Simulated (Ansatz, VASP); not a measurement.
## Two plane-wave programs on Co

INCAR

```
PREC = Accurate ; ENCUT = 520
EDIFF = 1E-6 ; ISMEAR = -1
SIGMA = 0.05 ; LREAL = F
LASPH = T ; NELM = 150
ALGO = Normal ; ISIF = 2
LWAVE = F ; LCHARG = T
ISPIN = 2 ; MAGMOM = 1.896
LORBIT = 11 ; LMAXMIX = 4
GGA = B5 ; ALDAX = 1.0
AGGAX = 1.0 ; AGGAC = 1.0
ALDAC = 0.0 ; LELF = T
LVHAR = T ; NBANDS = 14
```

Contents of KPOINTS:

```
regular mesh
0
Gamma
  22 22 22
```

POSCAR

```
Co
1.0
    2.3772932314      0.0000000000      0.0000000000
    0.0000000000      2.3772932314      0.0000000000
    0.0000000000      0.0000000000      2.3772932314
Co
1
Direct
    0.0000000000      0.0000000000      0.0000000000
```

Input for Ansatz:

```yaml
crystal:
  lattice:
    - [2.3772932314, 0.0, 0.0]
    - [0.0, 2.3772932314, 0.0]
    - [0.0, 0.0, 2.3772932314]
  atoms:
    - { symbol: Co, position: [0.0, 0.0, 0.0], spin: 1.896 }
hamiltonian:
  xc: blyp
  pseudopotentials:
    kind: paw
    azcp:
      Co: "pseudopotentials/Co.paw.azcp"
basis:
  ecutwfc: 420
  fft_grid_basis: typed
kpoints:
  mp_grid: { grid: [22, 22, 22], shift: [0, 0, 0] }
magnetization:
  spin_polarized: true
scf:
  occupations: { method: fermi_dirac, width: 0.05 }
output:
  write_density: true
  write_potential: true
  elf: true
  volumetric_format: npy
```

Alike in both runs: task single point; functional BLYP; k mesh 22 × 22 × 22; occupations fermi-dirac, width 0.05 eV; collinear spin.

```csv
,VASP,Ansatz
version,VASP 6.6.1,Ansatz 0.2.0
potentials or method,"VASP PAW PBE potentials, release 64 (Co), cutoff 520 eV","plane waves (420 eV) with PAW, scalar-relativistic"
valence electrons in the cell,9,17
```

Ansatz gave:

- net moment per atom (μB): 1.87
- size of the moment on the site where the two differ most (μB): 1.89

Q: What did VASP give for the same quantities?

A: net moment per atom (μB): 1.86; size of the moment on the site where the two differ most (μB): 1.86.

VASP's potentials were made for PBE, not for BLYP. Site moments also hang on the region over which each program counts them. The functional is the same, so the differences come from potentials, cutoffs and numerics. VASP's potentials hold 9 valence electrons a cell and Ansatz's 17, so a difference there can come from the potentials and not from the codes.
